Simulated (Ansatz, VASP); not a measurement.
**One calculation of RbCl, two programs**

Contents of POSCAR:

```
RbCl
1.0
    0.0000000000      3.3384585301      3.3384585301
    3.3384585301      0.0000000000      3.3384585301
    3.3384585301      3.3384585301      0.0000000000
Rb Cl
1 1
Direct
    0.0000000000      0.0000000000      0.0000000000
    0.5000000000      0.5000000000      0.5000000000
```

INCAR.step1

```
PREC = Accurate
ENCUT = 550
ISMEAR = 0
SIGMA = 0.01
LREAL = False
LASPH = True
NELM = 120
NBANDS = 15
GGA = PE
ALGO = Normal
EDIFF = 1E-5
LWAVE = True
LCHARG = False
GGA_COMPAT = False
```

The input INCAR.step2:

```
PREC = Accurate
ENCUT = 550
EDIFF = 1E-6
ISMEAR = 0
SIGMA = 0.01
LREAL = False
LASPH = True
NELM = 120
ALGO = Normal
ISIF = 2
LWAVE = False
LCHARG = True
METAGGA = R2SCAN
LMIXTAU = True
LELF = True
LVHAR = True
NBANDS = 15
ISTART = 1
GGA_COMPAT = False
```

File KPOINTS:

```
Automatic mesh
0
Gamma
  6 6 6
```

Input for Ansatz:

```yaml
crystal:
  lattice:
    - [0.0, 3.3384585301, 3.3384585301]
    - [3.3384585301, 0.0, 3.3384585301]
    - [3.3384585301, 3.3384585301, 0.0]
  atoms:
    - { symbol: Rb, position: [0.0, 0.0, 0.0] }
    - { symbol: Cl, position: [0.5, 0.5, 0.5] }
kpoints:
  mp_grid: { grid: [6, 6, 6] }
hamiltonian:
  xc: r2scan
scf:
  occupations: { method: fixed }
  n_extra_bands: 4
output:
  forces: true
  stress: true
  eigenvalues: true
```

Alike in both runs: task single point; functional r2SCAN; k mesh 6 × 6 × 6; no spin polarisation.

|  | VASP | Ansatz |
| --- | --- | --- |
| version | VASP 6.6.1 | Ansatz 0.2.0 |
| potentials or method | VASP PAW PBE potentials, release 64 (Rb_sv, Cl) | plane waves, PAW |
| plane-wave cutoff (eV) | 550 | 500 |
| occupations | gaussian, width 0.01 eV | fixed |
| valence electrons in the cell | 16 | 16 |

|  | VASP | Ansatz | Ansatz less VASP |
| --- | --- | --- | --- |
| gap on the k mesh at the Fermi level (eV) | 5.46 | 5.46 | -0.001 |
| pressure (GPa) | -0.4 | -0.4 | -0.01 |

VASP's potentials were made for PBE, not for r2SCAN.
